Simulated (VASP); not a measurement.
WS2, 3 atoms in the cell. The typed cell holds 3 atoms: a = 6.361 Å, b = 6.361 Å, c = 6.361 Å, α = 29.11°, β = 29.11°, γ = 29.11°. 

| Quantity | Value |
| --- | --- |
| Program | VASP 6.6.1 |
| Task | single point |
| Functional | r2SCAN |
| Potentials or basis | VASP PAW PBE potentials, release 64 (W_sv, S) |
| Cutoff | 520 eV |
| k mesh | 6 × 6 × 6 |
| Occupations | fermi-dirac, width 0.069 eV |
| Spin | no spin polarisation |
| Dipole correction | no |
| Further INCAR settings | ALGO = Normal; EDIFF = 1e-06; NBANDS = 20 |

Potentials or basis: VASP PAW PBE potentials, release 64 (W_sv, S).

Run with:

```console
$ cat potpaw_PBE.64/W_sv/POTCAR potpaw_PBE.64/S/POTCAR > POTCAR
$ cp INCAR.step1 INCAR
$ mpirun -np 1 vasp_std > vasp.out
$ cp INCAR.step2 INCAR
$ mpirun -np 1 vasp_std > vasp.out
```

Hardware: 1 thread of Intel(R) Xeon(R) Platinum 8259CL CPU @ 2.50GHz (Skylake/Cascade Lake), on a shared host.

Question: How long does it take, and how much memory?

Answer: Run time: 17 min on 1 thread of Intel(R) Xeon(R) Platinum 8259CL CPU @ 2.50GHz (Skylake/Cascade Lake), on a shared host, peak memory 0.41 GiB. Counts: k points 112.
